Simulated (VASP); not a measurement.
Wanted: the native input for a VASP 6.6.1 run.

```yaml
Task: single point
Functional: PBE
Potentials_or_basis: VASP PAW PBE potentials, release 64 (Ti_sv, Ge_d, Pd)
Cutoff: 520 eV
k_mesh: 4 × 4 × 4
Occupations: gaussian, width 0.1 eV
Spin: no spin polarisation
Dipole_correction: no
Further_INCAR_settings: ALGO = Normal; EDIFF = 1e-07; NBANDS = 36
```

The structure of TiGePd3 lies in POSCAR:

```
TiGePd3
1.0
    4.1847275200      0.0000000000      0.0000000000
    0.0000000000      4.1847275200      0.0000000000
    0.0000000000      0.0000000000      4.1847275200
Ti Ge Pd
1 1 3
Direct
    0.0000000000      0.0000000000      0.0000000000
    0.5000000000      0.5000000000      0.5000000000
    0.0000000000      0.5000000000      0.5000000000
    0.5000000000      0.0000000000      0.5000000000
    0.5000000000      0.5000000000      0.0000000000
```

The input as run:

INCAR

```
SYSTEM = TiGePd3
ALGO = Normal
EDIFF = 1E-7
ENCUT = 520
GGA = PE
ISIF = 2
ISMEAR = 0
LASPH = .True.
LCHARG = .True.
LELF = .True.
LREAL = .False.
LVHAR = .True.
LWAVE = .False.
NBANDS = 36
NELM = 60
PREC = Accurate
SIGMA = 0.1
```

KPOINTS

```
k-points
0
Gamma
  4 4 4
  0 0 0
```

Potentials or basis: VASP PAW PBE potentials, release 64 (Ti_sv, Ge_d, Pd).

Run with:

```console
$ cat potpaw_PBE.64/Ti_sv/POTCAR potpaw_PBE.64/Ge_d/POTCAR potpaw_PBE.64/Pd/POTCAR > POTCAR
$ mpirun -np 1 vasp_std > vasp.out
```

It gave:

| Quantity | Value |
| --- | --- |
| Pressure | 59.8 GPa |
| Band gap on the k mesh | zero (band 28 reaches 10.78 eV, above the bottom of band 29 at 10.42 eV) |

Caveat: the k points lie up to 0.38 Å⁻¹ apart.

Wall time 22 s on 1 thread of AMD EPYC 9R45 96-Core Processor (Zen 5) (shared host), peak memory 0.16 GiB.
